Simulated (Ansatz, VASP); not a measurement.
**Two plane-wave programs on Cu6H**

```
Cu H
1.0
     5.13324    0.00000    0.00000
     0.00000    5.13324    0.00000
     0.00000    0.00000   21.52891
Cu H
12 2
Direct
  0.25000 0.25000 0.18580
  0.25000 0.75000 0.18580
  0.75000 0.25000 0.18580
  0.75000 0.75000 0.18580
  0.00000 0.00000 0.26776
  0.00000 0.50000 0.26776
  0.50000 0.00000 0.26776
  0.50000 0.50000 0.26776
  0.25000 0.25000 0.34971
  0.25000 0.75000 0.34971
  0.75000 0.25000 0.34971
  0.75000 0.75000 0.34971
  0.17695 0.00000 0.48906
  0.32305 0.00000 0.48906
```

Alike in both runs: task single point; functional PBE; k mesh 5 × 5 × 1; occupations gaussian, width 0.1 eV; no spin polarisation.

|  | VASP | Ansatz |
| --- | --- | --- |
| version | VASP 6.6.1 | Ansatz 0.2.0 |
| potentials or method | VASP PAW PBE potentials, release 64 (Cu, H), cutoff 520 eV | scalar-relativistic, plane waves, PAW |
| valence electrons in the cell | 134 | 230 |

|  | VASP | Ansatz | Ansatz less VASP |
| --- | --- | --- | --- |
| gap on the k mesh at the Fermi level (eV) | none | none | - |
| rms of the force components (eV/Å) | 0.017 | 0.013 | -0.0033 |
| work function, face that differs most (eV) | 4.39 | 4.42 | +0.025 |

Atom by atom the forces differ by 0.012 eV/Å (rms over components). A gap of «none» marks a metal or a gap that the smearing closes. VASP's potentials hold 134 valence electrons a cell and Ansatz's 230, so a difference there can come from the potentials and not from the codes. Ansatz's warnings: xc potential rough in thin density.
